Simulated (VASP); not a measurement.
A run of VASP 6.6.1:

File INCAR:

```
ALGO = Normal
EDIFF = 1E-6
ENCUT = 520
GGA = PE
ISIF = 2
ISMEAR = 0
LASPH = True
LCHARG = False
LREAL = False
LWAVE = False
NBANDS = 15
NELM = 80
PREC = Accurate
SIGMA = 0.1
```

Contents of KPOINTS:

```
k-points
0
Gamma
  16 16 16
```

POSCAR

```
TaN
1.0
    0.0000000000      2.2338672200      2.2338672200
    2.2338672200      0.0000000000      2.2338672200
    2.2338672200      2.2338672200      0.0000000000
Ta N
1 1
Direct
    0.5000000000      0.5000000000      0.5000000000
    0.0000000000      0.0000000000      0.0000000000
```

Potentials or basis: VASP PAW PBE potentials, release 64 (Ta_pv, N).

The run is started by

```console
$ cat potpaw_PBE.64/Ta_pv/POTCAR potpaw_PBE.64/N/POTCAR > POTCAR
$ mpirun -np 1 vasp_std > vasp.out
```

Hardware: 1 thread of AMD EPYC 9R14 (Zen 4) (shared host).

**Question.** Estimate the wall time of this run.

**Answer.** Wall time 33 s on 1 thread of AMD EPYC 9R14 (Zen 4), on a shared host, peak memory 0.13 GiB. Counts: scf iterations 12, k points 145.
